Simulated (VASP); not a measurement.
The system is ScAl.

```
Sc Al
1.0
     3.37035    0.00000    0.00000
     0.00000    3.37035    0.00000
     0.00000    0.00000    3.37035
Sc Al
1 1
Direct
  0.50000 0.50000 0.50000
  0.00000 0.00000 0.00000
```

Program: VASP 6.6.1. Alike in all runs: task single point; level PBEsol; potentials or basis VASP PAW PBE potentials, release 64 (Sc_sv, Al); no spin polarisation; cell as given; cutoff (eV) 520; smearing gaussian 0.1 eV. Hardware: 1 thread of Intel Xeon 8259CL, with other jobs on the host.

Problem. Order these runs on this cell by their wall time, lowest first.
A. k mesh 8 × 8 × 8
B. k mesh 8 × 8 × 8, shifted
C. k mesh 1 × 1 × 1

Solution. C (7.3 s), B (18 s), A (40 s).

Caveats: some runs use coarse meshes.
